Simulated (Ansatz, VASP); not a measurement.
**SnTe in VASP and in Ansatz**

POSCAR

```
SnTe
1.0
    0.0000000000      3.2050000000      3.2050000000
    3.2050000000      0.0000000000      3.2050000000
    3.2050000000      3.2050000000      0.0000000000
Sn Te
1 1
Direct
    0.0000000000      0.0000000000      0.0000000000
    0.5000000000      0.5000000000      0.5000000000
```

Contents of INCAR.step1:

```
SYSTEM = SnTe
PREC = Accurate ; ENCUT = 520
ISMEAR = -1 ; SIGMA = 0.02
LREAL = .False. ; LASPH = .True.
NELM = 80 ; NBANDS = 17
GGA = PE ; ALGO = Normal
EDIFF = 1E-4 ; LWAVE = .True.
LCHARG = .False.
```

The input INCAR.step2:

```
SYSTEM = SnTe
PREC = Accurate ; ENCUT = 520
EDIFF = 1E-6 ; ISMEAR = -1
SIGMA = 0.02 ; LREAL = .False.
LASPH = .True. ; NELM = 80
ALGO = Normal ; ISIF = 2
LWAVE = .False. ; LCHARG = .True.
METAGGA = R2SCAN ; LMIXTAU = .True.
LELF = .True. ; LVHAR = .True.
NBANDS = 17 ; ISTART = 1
```

Contents of KPOINTS:

```
regular mesh
0
Gamma
  6 6 6
  0 0 0
```

Input for Ansatz:

```yaml
crystal:
  lattice:
    - [0, 3.205, 3.205]
    - [3.205, 0, 3.205]
    - [3.205, 3.205, 0]
  atoms:
    - { symbol: Sn, position: [0, 0, 0] }
    - { symbol: Te, position: [0.5, 0.5, 0.5] }
kpoints:
  mp_grid: { grid: [6, 6, 6] }
hamiltonian:
  xc: r2scan
  pseudopotentials:
    kind: all_electron
    relativity: scalar
    datasets: crystal
    dataset_attempts: all
    nuclear_model: point
scf:
  occupations: { method: fermi_dirac, width: 0.02 }
  convergence: { dr2_threshold: "1e-9 eV" }
  max_iter: 300
output:
  forces: true
  stress: true
  eigenvalues: true
```

Alike in both runs: task single point; functional r2SCAN; k mesh 6 × 6 × 6; occupations fermi-dirac, width 0.02 eV; no spin polarisation.

|  | VASP | Ansatz |
| --- | --- | --- |
| version | VASP 6.6.1 | Ansatz 0.2.0 development build |
| potentials or method | VASP PAW PBE potentials, release 64 (Sn_d, Te), cutoff 520 eV | plane waves, all-electron PAW datasets generated for the crystal |

|  | VASP | Ansatz | Ansatz less VASP |
| --- | --- | --- | --- |
| gap on the k mesh at the Fermi level (eV) | 0.19 | 0.19 | +0.001 |

VASP's potentials were made for PBE, not for r2SCAN. Ansatz ran all-electron here, and VASP with PAW potentials.

Neither program's run includes spin-orbit coupling.
